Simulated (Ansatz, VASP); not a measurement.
## SnO2 in VASP and in Ansatz

```
Sn O
1.0
     4.76866    0.00000    0.00000
     0.00000    4.77007    0.00000
     0.00000    0.00000    3.40470
Sn O
2 4
Direct
  0.50000 0.50000 0.50000
  0.00000 0.00000 0.00000
  0.30791 0.30795 0.00000
  0.80791 0.19205 0.50000
  0.19209 0.80795 0.50000
  0.69209 0.69205 0.00000
```

Change from the starting cell: strain along c alone, the other axes held, atoms relaxed: +6.0 %.

Alike in both runs: functional PBEsol; k mesh 6 × 6 × 8; occupations gaussian, width 0.02 eV; no spin polarisation.

Ansatz relaxed the structure, and its values are those at the end. VASP's run is a single point on that final structure, the one shown.

|  | VASP | Ansatz |
| --- | --- | --- |
| version | VASP 6.6.1 | Ansatz 0.2.0 |
| potentials or method | VASP PAW PBE potentials, release 64 (Sn_d, O), cutoff 520 eV | scalar-relativistic, plane waves, PAW |
| valence electrons in the cell | 52 | 52 |

|  | VASP | Ansatz | Ansatz less VASP |
| --- | --- | --- | --- |
| gap on the k mesh at the Fermi level (eV) | 0.11 | 0.12 | +0.006 |
| least direct gap on the mesh (eV) | 0.11 | 0.12 | +0.006 |
| pressure (GPa) | -10.9 | -11.4 | -0.50 |

VASP's potentials were made for PBE, not for PBEsol. With one functional, cell and mesh, what is left measures potentials, basis and numerics. Ansatz's warnings: stress scf threshold loose.
